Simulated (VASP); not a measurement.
# GaN: G0W0 quasiparticle levels with PBE

Crystal: GaN.

```
CELL_PARAMETERS angstrom
0.00000 2.24895 2.24895
2.24895 0.00000 2.24895
2.24895 2.24895 0.00000
ATOMIC_POSITIONS crystal
Ga 0.00000 0.00000 0.00000
N 0.75000 0.75000 0.75000
```

```yaml
Program: VASP 6.6.1
Task: G0W0 quasiparticle levels
Functional: PBE
Potentials_or_basis: VASP PAW PBE potentials, release 64 (Ga_d_GW, N_GW)
Cutoff: 500 eV
k_mesh: 6 × 6 × 6
Occupations: gaussian, width 0.01 eV
Spin: no spin polarisation
Dipole_correction: no
GW_scheme: G0W0
GW_iterations: 1
Cutoff_of_the_response_function: 150
Frequency_points: 96
Empty_bands: 94
Further_INCAR_settings: ALGO = EVGW0; EDIFF = 1e-08; NBANDS = 103
```

| Property | Result |
| --- | --- |
| Quasiparticle gap | 2.90 eV |
| Least direct quasiparticle gap | 2.90 eV |
| Band gap of the starting levels on the mesh | 1.77 eV |
| Least direct gap of the starting levels on the mesh | 1.77 eV |

It took 3.4 min on 1 thread of Intel(R) Xeon(R) 6975P-C (Granite Rapids), on a shared host, peak memory 0.48 GiB.

Caveat: the k points lie up to 0.40 Å⁻¹ apart; bands, screening cutoff and mesh are small and nothing is extrapolated, so the quasiparticle values aren't converged.
